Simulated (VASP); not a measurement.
Runs of VASP 6.6.1 on TePb. The structure is cubic, space group F-43m (No. 216). The conventional cell has a = 7.283 Å, b = 7.283 Å, c = 7.283 Å, α = 90.00°, β = 90.00°, γ = 90.00°. Within 4.1 Å of Pb (site symmetry -43m) lie 4 Te at 3.15 Å. Within 4.1 Å of Te (site symmetry -43m) lie 4 Pb at 3.15 Å. 

| level | k mesh | grid for exact exchange (PRECFOCK) | screening parameter | gap on the mesh (eV) | pressure (GPa) |
| --- | --- | --- | --- | --- | --- |
| PBE | 6 × 6 × 6 | - | - | (b) | 0.5 |
| PBE0 | 4 × 4 × 4 | Normal | - | 1.60 | -0.2 |
| HSE06 | 4 × 4 × 4 | Normal | 0.2079 1/Å | 0.96 | -0.1 |
| PBE | 4 × 4 × 4 | - | - | (a) | 0.5 |
| r2SCAN | 4 × 4 × 4 | - | - | 0.75 | -0.1 |

Alike in all rows: task single point; potentials or basis VASP PAW PBE potentials, release 64 (Pb_d, Te); no spin polarisation; cell as given; cutoff (eV) 520; smearing gaussian 0.01 eV.

Fill in the values left out.

(a) 0.59; (b) 0.74.

Caveats: spin-orbit coupling is left out, which moves the levels of the heavy elements; the PAW data sets were made with another functional, which shifts forces and pressure a little (some runs).

A k mesh can miss the band edges, and the runs leave out spin-orbit coupling on Pb, Te.
